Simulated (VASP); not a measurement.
# Si (R-3m) in VASP: further runs

Si is run at these levels: PBE; tasks: electric field gradients.

All numbers are computed with VASP 6.6.1; they aren't measurements. Logs are shortened: lines on timing, memory, paths and dates and some standing lists are left out, and cuts for length are marked.

### Step 1. The cell of the first run

Symmetry: R-3m, No. 166, trigonal system. Conventional cell: a = 3.859 Å, b = 3.859 Å, c = 9.313 Å, α = 90.00°, β = 90.00°, γ = 120.00°. Within 3.1 Å of Si (site symmetry 3m) lie 4 Si at 2.33 to 2.36 Å.

### Step 2. Electric field gradients, PBE (equal xy, yz and zx shear strains of -1 %)

The input, INCAR:

```
PREC = Accurate
ENCUT = 520
EDIFF = 1E-8
ISMEAR = -1
SIGMA = 0.08
LREAL = F
LASPH = T
NELM = 100
ALGO = Normal
ISIF = 2
LWAVE = F
LCHARG = F
GGA = PE
LEFG = T
NBANDS = 11
```

The input, KPOINTS:

```
regular mesh
0
Gamma
  11 11 11
```

The input, POSCAR:

```
Si
1.0
   -0.0271547000      2.7018926500      2.7018926500
    2.7018926500     -0.0271547000      2.7018926500
    2.7018926500      2.7018926500     -0.0271547000
Si
2
Direct
    0.5000000000      0.5000000000      0.5000000000
    0.7500000000      0.7500000000      0.7500000000
```

Potentials or basis: VASP PAW PBE potentials, release 64 (Si).

On the command line:

```sh
$ cat potpaw_PBE.64/Si/POTCAR > POTCAR
$ mpirun -np 1 vasp_std > vasp.out
```

OUTCAR:

```text
PREC = Accurate
   ENCUT = 520
   EDIFF = 1E-8
   ISMEAR = -1
   LREAL = F
   LASPH = T
   NELM = 100
   ISIF = 2
   GGA = PE

 ion  position               nearest neighbor table
   1  0.500  0.500  0.500-   2 2.33   2 2.36   2 2.36   2 2.36
   2  0.750  0.750  0.750-   1 2.33   1 2.36   1 2.36   1 2.36

  LATTYP: Found a trigonal (rhomboedric) cell.
 ALAT       =     3.8211497173
 COS(alpha) =     0.4899250057

  Lattice vectors:

 A1 = (  -0.0271547000,   2.7018926500,   2.7018926500)
 A2 = (   2.7018926500,  -0.0271547000,   2.7018926500)
 A3 = (   2.7018926500,   2.7018926500,  -0.0271547000)

Analysis of symmetry for initial positions (statically):
=====================================================================
 Subroutine PRICEL returns:
 Original cell was already a primitive cell.

 Routine SETGRP: Setting up the symmetry group for a
 trigonal (rhombohedral) supercell.

 Subroutine GETGRP returns: Found 12 space group operations
 (whereof  6 operations were pure point group operations)
 out of a pool of 12 trial point group operations.

The static configuration has the point symmetry C_3v.
 The point group associated with its full space group is D_3d.

Analysis of symmetry for dynamics (positions and initial velocities):
=====================================================================
 Subroutine PRICEL returns:
 Original cell was already a primitive cell.

 Routine SETGRP: Setting up the symmetry group for a
 trigonal (rhombohedral) supercell.

 Subroutine GETGRP returns: Found 12 space group operations
 (whereof  6 operations were pure point group operations)
 out of a pool of 12 trial point group operations.

The dynamic configuration has the point symmetry C_3v.
 The point group associated with its full space group is D_3d.

 Subroutine INISYM returns: Found 12 space group operations
 (whereof  6 operations are pure point group operations),
 and found     1 'primitive' translations

----------------------------------------------------------------------------------------

                                     Primitive cell

  volume of cell :      40.0435

  direct lattice vectors                    reciprocal lattice vectors
    -0.027154700  2.701892650  2.701892650    -0.182288793  0.184139441  0.184139441
     2.701892650 -0.027154700  2.701892650     0.184139441 -0.182288793  0.184139441
     2.701892650  2.701892650 -0.027154700     0.184139441  0.184139441 -0.182288793

  length of vectors
     3.821149717  3.821149717  3.821149717     0.317873986  0.317873986  0.317873986

  position of ions in fractional coordinates (direct lattice)
     0.500000000  0.500000000  0.500000000
     0.750000000  0.750000000  0.750000000

  ion indices of the primitive-cell ions
   primitive index   ion index
                 1           1
                 2           2

----------------------------------------------------------------------------------------

 KPOINTS: regular mesh

Automatic generation of k-mesh.
 Grid dimensions read from file:
 generate k-points for:   11   11   11

 Generating k-lattice:

  Cartesian coordinates                     Fractional coordinates (reciprocal lattice)
    -0.016571708  0.016739949  0.016739949     0.090909091  0.000000000  0.000000000
     0.016739949 -0.016571708  0.016739949     0.000000000  0.090909091  0.000000000
     0.016739949  0.016739949 -0.016571708     0.000000000  0.000000000  0.090909091

  Length of vectors
     0.028897635  0.028897635  0.028897635

  Shift w.r.t. Gamma in fractional coordinates (k-lattice)
     0.000000000  0.000000000  0.000000000

 Subroutine IBZKPT returns following result:
 ===========================================

 Found    146 irreducible k-points:

 Following reciprocal coordinates:
            Coordinates               Weight
  0.000000  0.000000  0.000000      1.000000
  0.090909  0.000000  0.000000      6.000000
  0.181818 -0.000000  0.000000      6.000000
  0.272727 -0.000000 -0.000000      6.000000
  0.363636  0.000000  0.000000      6.000000
  0.454545  0.000000  0.000000      6.000000
[... 16 lines left out ...]
 -0.272727  0.181818 -0.000000     12.000000
 -0.181818  0.181818  0.000000      6.000000
 [... further k-points ...]
   k-points           NKPTS =    146   k-points in BZ     NKDIM =    146   number of bands    NBANDS=     11
   number of dos      NEDOS =    301   number of ions     NIONS =      2
   total plane-waves  NPLWV =  21952
   dimension x,y,z NGX =    28 NGY =   28 NGZ =   28
   dimension x,y,z NGXF=    56 NGYF=   56 NGZF=   56
   ions per type =               2
   NGX,Y,Z   is equivalent  to a cutoff of  12.18, 12.18, 12.18 a.u.
   NGXF,Y,Z  is equivalent  to a cutoff of  24.36, 24.36, 24.36 a.u.
 SYSTEM =  unknown system
   PREC   = accura    normal or accurate (medium, high low for compatibility)
   ISTART =      0    job   : 0-new  1-cont  2-samecut
   ICHARG =      2    charge: 1-file 2-atom 10-const
   ISPIN  =      1    spin polarized calculation?
   LNONCOLLINEAR =      F non collinear calculations
   LSORBIT =      F    spin-orbit coupling
   LASPH  =      T    aspherical Exc in radial PAW
   ENCUT  =  520.0 eV  38.22 Ry    6.18 a.u.   7.10  7.10  7.10*2*pi/ulx,y,z
   NELM   =    100;   NELMIN=  2; NELMDL= -5     # of ELM steps
   EDIFF  = 0.1E-07   stopping-criterion for ELM
   LREAL  =      F    real-space projection
   EDIFFG = 0.1E-06   stopping-criterion for IOM
   NSW    =      0    number of steps for IOM
   IBRION =     -1    ionic relax: 0-MD 1-quasi-New 2-CG
   NFREE  =      0    steps in history (QN), initial steepest desc. (CG)
   ISIF   =      2    stress and relaxation
   ISYM   =      2    0-nonsym 1-usesym 2-fastsym
   POTIM  = 0.5000    time-step for ionic-motion
   TEBEG  =    0.0;   TEEND  =   0.0 temperature during run
   PSTRESS=    0.0 pullay stress
   NELECT =       8.0000    total number of electrons
   NUPDOWN=      -1.0000    fix difference up-down
   EMIN   =  10.00;   EMAX   =-10.00  energy-range for DOS
   EFERMI =   0.00;   METHOD = LEGACY
   ISMEAR =    -1;   SIGMA  =   0.08  broadening in eV -4-tet -1-fermi 0-gaus
   EFERMI_NEDOS =   21; number of points for ismear=-14 and -15
   IALGO  =     38    algorithm
   IMIX   =      4    mixing-type and parameters
     AMIX     =   0.40;   BMIX     =  1.00
     AMIX_MAG =   1.60;   BMIX_MAG =  1.00
  volume/ion in A,a.u.               =      20.02       135.11
  Fermi-wavevector in a.u.,A,eV,Ry     =   0.957034  1.808532 12.461768  0.915914
  Thomas-Fermi vector in A             =   2.086016
   LORBIT       =      0    0 simple, 1 ext, 2 COOP (PROOUT), +10 PAW based schemes
   GGA     = PE    functional components
   LHFCALC =     F    Hartree Fock is set to
   AEXX    =    0.0000 exact exchange contribution
   IVDW    =     0    specifies the selected vdW correction
   LEPSILON=     F    determine dielectric tensor
   LRPA    =     F    only Hartree local field effects (RPA)
 non-spin polarized calculation
  energy-cutoff  :      520.00
  volume of cell :       40.04
 maximum number of plane-waves:      1093
   NGX = 15   NGY = 15   NGZ = 15

 number of electron       8.0000000 magnetization

 Free energy of the ion-electron system (eV)
  ---------------------------------------------------
  ext. energy  EPLUGINS =         0.00000000
  ---------------------------------------------------
  free energy    TOTEN  =       -10.84061016 eV

  energy without entropy =      -10.84029271  energy(sigma->0) =      -10.84045143

 E-fermi :   6.0994     XC(G=0):  -9.4089

 val. band max:        5.8462236154   @ k =   0.0000   0.0000   0.0000
 cond. band min:       6.4134067302   @ k =   0.4545   0.4545  -0.0000
 fundamental gap:      0.5671831148
 Fermi energy:         6.0994045604

 k-point     1 :       0.0000    0.0000    0.0000
  band No.  band energies     occupation
      1      -6.1326      2.00000
      2       5.8142      1.94500
      3       5.8142      1.94500
      4       5.8462      1.91897
      5       8.3143      0.00000
      6       8.3143      0.00000
      7       8.5008      0.00000
      8       9.2437      0.00000
      9      13.5472      0.00000
     10      13.5472      0.00000
     11      13.7889      0.00000
[... 309 lines left out ...]
 k-point    24 :      -0.1818    0.1818    0.0000
  band No.  band energies     occupation
      1      -5.0246      2.00000
      2       1.7656      2.00000
      3       3.1205      2.00000
      4       5.1537      1.99999
      5       8.8443      0.00000
      6       9.6512      0.00000
      7       9.8987      0.00000
      8      11.5735      0.00000
      9      11.9718      0.00000
     10      15.7297      0.00000
     11      16.4257      0.00000

 [... further k-points ...]

------------------------ aborting loop because EDIFF is reached ----------------------------------------

  FORCE on cell =-STRESS in cart. coord.  units (eV):
  Direction    XX          YY          ZZ          XY          YZ          ZX
  --------------------------------------------------------------------------------------
  -------------------------------------------------------------------------------------
  Total        0.4901210      0.4901210      0.4901210      0.2685546      0.2685546      0.2685546
  in kB       19.6101806     19.6101806     19.6101806     10.7451110     10.7451110     10.7451110
  external PRESSURE =      19.6101806 kB  Pullay stress =       0.0000000 kB

 VOLUME and BASIS-vectors are now :
 -----------------------------------------------------------------------------
  energy-cutoff  :      520.00
  volume of cell :       40.04
      direct lattice vectors                 reciprocal lattice vectors
    -0.027154700  2.701892650  2.701892650    -0.182288793  0.184139441  0.184139441
     2.701892650 -0.027154700  2.701892650     0.184139441 -0.182288793  0.184139441
     2.701892650  2.701892650 -0.027154700     0.184139441  0.184139441 -0.182288793

 POSITION                                       TOTAL-FORCE (eV/Angst)
 -----------------------------------------------------------------------------------
      2.68832      2.68832      2.68832        -0.104658     -0.104658     -0.104658
      4.03247      4.03247      4.03247         0.104658      0.104658      0.104658
 -----------------------------------------------------------------------------------
    total drift:                                0.000000      0.000000     -0.000000

  FREE ENERGIE OF THE ION-ELECTRON SYSTEM (eV)
  ---------------------------------------------------
  free  energy   TOTEN  =       -10.8406101620 eV

  energy  without entropy=      -10.8402927050  energy(sigma->0) =      -10.84045143

 Electric field gradients (V/A^2)
---------------------------------------------------------------------
 ion       V_xx      V_yy      V_zz      V_xy      V_xz      V_yz
---------------------------------------------------------------------
   1      -0.000    -0.000     0.000    -2.050    -2.050    -2.050
   2      -0.000    -0.000     0.000    -2.050    -2.050    -2.050
---------------------------------------------------------------------

 Electric field gradients after diagonalization (V/A^2)
 (convention: |V_zz| > |V_xx| > |V_yy|)
----------------------------------------------------------------------
 ion       V_xx      V_yy      V_zz     asymmetry (V_yy - V_xx)/ V_zz
----------------------------------------------------------------------
   1       2.050     2.050    -4.100       0.000
   2       2.050     2.050    -4.100       0.000
----------------------------------------------------------------------

           NMR quadrupolar parameters

 Cq : quadrupolar parameter    Cq=e*Q*V_zz/h
 eta: asymmetry parameters     (V_yy - V_xx)/ V_zz
 Q  : nuclear electric quadrupole moment in mb (millibarn)
----------------------------------------------------------------------
 ion       Cq(MHz)       eta       Q (mb)
----------------------------------------------------------------------
   1      -0.010       0.000       1.000
   2      -0.010       0.000       1.000
----------------------------------------------------------------------
```

It took 39 s on 1 thread of Intel Xeon Platinum 8375C at 2.90GHz (Ice Lake), shared host; peak memory 0.18 GiB.

Results:

| Property | Result |
| --- | --- |
| Free energy | -10.8406 eV |
| Pressure | 2.0 GPa |
| Largest force | 0.181 eV/Å |
| Band gap on the k mesh | 0.57 eV (least direct gap 2.47 eV) |
| Largest electric field gradient by atom | Si -4.1 V/Å² |

Forces on the atoms (eV/Å):
```
Si  -0.105 -0.105 -0.105
Si   0.105  0.105  0.105
```

Levels at points of the mesh, in eV from the valence-band top:
```tsv
k point	band 1	band 2	band 3	band 4	band 5	band 6	band 7	band 8
(0.00, 0.00, 0.00)	-11.98	-0.03	-0.03	0.00	2.47	2.47	2.65	3.40
```

Electric field gradients, principal values (V/Å²):
```
atom  least  middle  greatest (by size)
1 Si  2.050   2.050              -4.100
2 Si  2.050   2.050              -4.100
```

Caveat: the cell differs from its parent crystal (equal xy, yz and zx shear strains of -1 %); without QUAD_EFG the Cq values of the log hold for a quadrupole moment of 1 mb, not for the nuclei; an odd mesh through Γ misses points on the zone boundary, where band edges can lie.

### Step 3. Electric field gradients, PBE (equal xy, yz and zx shear strains of +2 %)

The input, INCAR:

```
ALGO     = Normal         # electronic algorithm
EDIFF    = 1E-8           # SCF threshold, eV
ENCUT    = 520            # plane-wave cutoff, eV
GGA      = PE             # functional
ISIF     = 2              # what is computed and relaxed
ISMEAR   = -1             # smearing method
LASPH    = T              # aspherical terms in the spheres
LCHARG   = F              # write CHGCAR
LEFG     = T            
LREAL    = F              # projectors in reciprocal space
LWAVE    = F              # write WAVECAR
NBANDS   = 11             # bands
NELM     = 100            # most SCF steps
PREC     = Accurate       # precision mode
SIGMA    = 0.08           # smearing width, eV
```

The input, KPOINTS:

```
k-points
0
Gamma
  11 11 11
```

The input, POSCAR:

```
Si
1.0
    0.0543094000      2.7426247000      2.7426247000
    2.7426247000      0.0543094000      2.7426247000
    2.7426247000      2.7426247000      0.0543094000
Si
2
Direct
    0.5000000000      0.5000000000      0.5000000000
    0.7500000000      0.7500000000      0.7500000000
```

Potentials or basis: VASP PAW PBE potentials, release 64 (Si).

On the command line:

```sh
$ cat potpaw_PBE.64/Si/POTCAR > POTCAR
$ mpirun -np 1 vasp_std > vasp.out
```

OUTCAR:

```text
EDIFF = 1E-8
   ENCUT = 520
   GGA = PE
   ISIF = 2
   ISMEAR = -1
   LASPH = T
   LREAL = F
   NELM = 100
   PREC = Accurate

 ion  position               nearest neighbor table
   1  0.500  0.500  0.500-   2 2.34   2 2.34   2 2.34   2 2.40
   2  0.750  0.750  0.750-   1 2.34   1 2.34   1 2.34   1 2.40

  LATTYP: Found a trigonal (rhomboedric) cell.
 ALAT       =     3.8790372518
 COS(alpha) =     0.5197000882

  Lattice vectors:

 A1 = (   0.0543094000,   2.7426247000,   2.7426247000)
 A2 = (   2.7426247000,   0.0543094000,   2.7426247000)
[... 551 lines left out ...]
  free  energy   TOTEN  =       -10.8292597342 eV

  energy  without entropy=      -10.8289010855  energy(sigma->0) =      -10.82908041

 Electric field gradients (V/A^2)
---------------------------------------------------------------------
 ion       V_xx      V_yy      V_zz      V_xy      V_xz      V_yz
---------------------------------------------------------------------
   1      -0.000    -0.000    -0.000     3.993     3.993     3.993
   2      -0.000    -0.000    -0.000     3.993     3.993     3.993
---------------------------------------------------------------------

 Electric field gradients after diagonalization (V/A^2)
 (convention: |V_zz| > |V_xx| > |V_yy|)
----------------------------------------------------------------------
 ion       V_xx      V_yy      V_zz     asymmetry (V_yy - V_xx)/ V_zz
----------------------------------------------------------------------
   1      -3.993    -3.993     7.986       0.000
   2      -3.993    -3.993     7.986       0.000
----------------------------------------------------------------------

           NMR quadrupolar parameters

 Cq : quadrupolar parameter    Cq=e*Q*V_zz/h
 eta: asymmetry parameters     (V_yy - V_xx)/ V_zz
 Q  : nuclear electric quadrupole moment in mb (millibarn)
----------------------------------------------------------------------
 ion       Cq(MHz)       eta       Q (mb)
----------------------------------------------------------------------
   1       0.019       0.000       1.000
   2       0.019       0.000       1.000
----------------------------------------------------------------------
```

OSZICAR:

```text
N       E                     dE             d eps       ncg     rms          rms(c)
DAV:   1     0.836657283891E+01    0.83666E+01   -0.33412E+03  3220   0.590E+02
DAV:   2    -0.104374500255E+02   -0.18804E+02   -0.18026E+02  4328   0.866E+01
DAV:   3    -0.110084684907E+02   -0.57102E+00   -0.56953E+00  4095   0.132E+01
DAV:   4    -0.110127996299E+02   -0.43311E-02   -0.43304E-02  3846   0.144E+00
DAV:   5    -0.110128418465E+02   -0.42217E-04   -0.42216E-04  4065   0.133E-01    0.489E+00
DAV:   6    -0.108852907619E+02    0.12755E+00   -0.74294E-02  3623   0.113E+00    0.298E+00
DAV:   7    -0.108278093975E+02    0.57481E-01   -0.14136E-01  3715   0.167E+00    0.194E-01
DAV:   8    -0.108290474208E+02   -0.12380E-02   -0.68569E-03  3677   0.461E-01    0.893E-02
DAV:   9    -0.108292191619E+02   -0.17174E-03   -0.19001E-04  4091   0.870E-02    0.620E-02
DAV:  10    -0.108292574214E+02   -0.38259E-04   -0.35203E-05  3786   0.327E-02    0.108E-02
DAV:  11    -0.108292593559E+02   -0.19345E-05   -0.49888E-06  3926   0.118E-02    0.567E-03
DAV:  12    -0.108292597701E+02   -0.41416E-06   -0.38760E-07  3780   0.385E-03    0.123E-03
DAV:  13    -0.108292597440E+02    0.26124E-07   -0.10527E-07  3849   0.178E-03    0.502E-04
DAV:  14    -0.108292597342E+02    0.98115E-08   -0.52108E-09  3415   0.486E-04
   1 F= -.10829260E+02 E0= -.10829080E+02  d E =-.358649E-03
```

It took 48 s on 1 thread of Intel Xeon Platinum 8375C at 2.90GHz (Ice Lake), shared host; peak memory 0.19 GiB.

Results:

```
Free energy                             : -10.8293 eV
Pressure                                : 2.1 GPa
Largest force                           : 0.312 eV/Å
Band gap on the k mesh                  : 0.54 eV (least direct gap 2.14 eV)
Largest electric field gradient by atom : Si +8.0 V/Å²
```

Forces in eV/Å, atoms in the order of the input:
```
Si   0.180  0.180  0.180
Si  -0.180 -0.180 -0.180
```

Stress tensor (GPa, compression positive):
```
 2.06 -2.02 -2.02
-2.02  2.06 -2.02
-2.02 -2.02  2.06
```

Electric field gradients, principal values (V/Å²):
```csv
atom,least,middle,greatest (by size)
1 Si,-3.993,-3.993,7.986
2 Si,-3.993,-3.993,7.986
```

Caveat: the cell differs from its parent crystal (equal xy, yz and zx shear strains of +2 %); without QUAD_EFG the Cq values of the log hold for a quadrupole moment of 1 mb, not for the nuclei; an odd mesh through Γ misses points on the zone boundary, where band edges can lie.

(Part 1 of 3 ends here.)
